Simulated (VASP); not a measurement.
Write the native input for VASP 6.6.1 that does the following.

```
Task                   : single point
Functional             : LDA
Potentials or basis    : VASP PAW LDA potentials, release 64 (Ga_d, As)
Cutoff                 : 520 eV
k mesh                 : 12 × 12 × 12
Occupations            : gaussian, width 0.1 eV
Spin                   : no spin polarisation
Dipole correction      : no
Further INCAR settings : ALGO = Normal; EDIFF = 1e-06; NBANDS = 16
```

The structure of GaAs lies in POSCAR:

```
GaAs
1.0
    0.0000000000      2.8016907859      2.8016907859
    2.8016907859      0.0000000000      2.8016907859
    2.8016907859      2.8016907859      0.0000000000
Ga As
1 1
Direct
    0.0000000000      0.0000000000      0.0000000000
    0.7500000000      0.7500000000      0.7500000000
```

These files were run (other wordings do the same):

INCAR

```
SYSTEM = GaAs
ALGO     = Normal         ! electronic algorithm
EDIFF    = 1E-6           ! SCF threshold, eV
ENCUT    = 520            ! plane-wave cutoff, eV
ISIF     = 2              ! what is computed and relaxed
ISMEAR   = 0              ! smearing method
LASPH    = .TRUE.         ! aspherical terms in the spheres
LCHARG   = .FALSE.        ! write CHGCAR
LREAL    = .FALSE.        ! projectors in reciprocal space
LWAVE    = .FALSE.        ! write WAVECAR
NBANDS   = 16             ! bands
NELM     = 100            ! most SCF steps
PREC     = Accurate       ! precision mode
SIGMA    = 0.1            ! smearing width, eV
```

KPOINTS

```
k-points
0
G
  12 12 12
  0 0 0
```

Potentials or basis: VASP PAW LDA potentials, release 64 (Ga_d, As).

Launch:

```console
$ cat potpaw_LDA.64/Ga_d/POTCAR potpaw_LDA.64/As/POTCAR > POTCAR
$ mpirun -np 1 vasp_std > vasp.out
```

It gave:

| Quantity | Value |
| --- | --- |
| Pressure | 0.3 GPa |
| Band gap on the k mesh | 0.54 eV, direct |

Wall time 42 s on 1 thread of Intel Xeon 6975P-C (shared host), peak memory 0.19 GiB.
